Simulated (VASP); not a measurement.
Runs of VASP 6.6.1 on ZnSe. It takes space group Pm-3m (No. 221, cubic). The conventional cell has a = 3.325 Å, b = 3.325 Å, c = 3.325 Å, α = 90.00°, β = 90.00°, γ = 90.00°. Within 3.8 Å of Zn (site symmetry m-3m) lie 8 Se at 2.88 Å and 6 Zn at 3.33 Å. Within 3.8 Å of Se (site symmetry m-3m) lie 8 Zn at 2.88 Å and 6 Se at 3.33 Å. 

```csv
level,potentials or basis,spin,k mesh,smearing,grid for exact exchange (PRECFOCK),screening parameter,gap on the mesh (eV),pressure (GPa)
PBEsol,"VASP PAW PBE potentials, release 64 (Zn, Se)",off,6 × 6 × 6,gaussian 0.5 eV,-,-,none,-2.4
PBEsol,"VASP PAW PBE potentials, release 64 (Zn, Se)",off,6 × 6 × 6,fermi-dirac 0.02 eV,-,-,none,-2.9
PBEsol,"VASP PAW PBE potentials, release 64 (Zn, Se)",off,"6 × 6 × 6, shifted",fermi-dirac 0.02 eV,-,-,none,-2.4
PBEsol,"VASP PAW PBE potentials, release 64 (Zn, Se)",off,6 × 6 × 6,methfessel-paxton 0.5 eV,-,-,none,-2.9
LDA,"VASP PAW LDA potentials, release 64 (Zn, Se)",off,6 × 6 × 6,fermi-dirac 0.02 eV,-,-,none,(a)
PBEsol,"VASP PAW PBE potentials, release 64 (Zn, Se)","collinear, zero start",6 × 6 × 6,fermi-dirac 0.02 eV,-,-,none,-2.9
PBEsol,"VASP PAW PBE potentials, release 64 (Zn, Se)",off,6 × 6 × 6,methfessel-paxton 0.05 eV,-,-,none,-2.9
HSE06,"VASP PAW PBE potentials, release 64 (Zn, Se)",off,4 × 4 × 4,fermi-dirac 0.02 eV,Normal,0.2079 1/Å,none,1.6
PBEsol,"VASP PAW PBE potentials, release 64 (Zn, Se)",off,6 × 6 × 6,fermi-dirac 0.2 eV,-,-,none,-2.4
PBEsol,"VASP PAW PBE potentials, release 64 (Zn, Se)",off,6 × 6 × 6,gaussian 0.2 eV,-,-,none,-2.9
PBEsol,"VASP PAW PBE potentials, release 64 (Zn, Se)",off,6 × 6 × 6,gaussian 0.05 eV,-,-,none,-2.9
```

Alike in all rows: task single point; cell as given; cutoff (eV) 520.

Task: Estimate the missing entries.

Result: (a) -5.0.

Caveats: some runs use coarse meshes; the PAW data sets were made with another functional, which shifts forces and pressure a little (some runs).

A k mesh can miss the band edges, and the runs leave out spin-orbit coupling on Se.

A gap of «none» marks levels without a gap at the run's occupations.
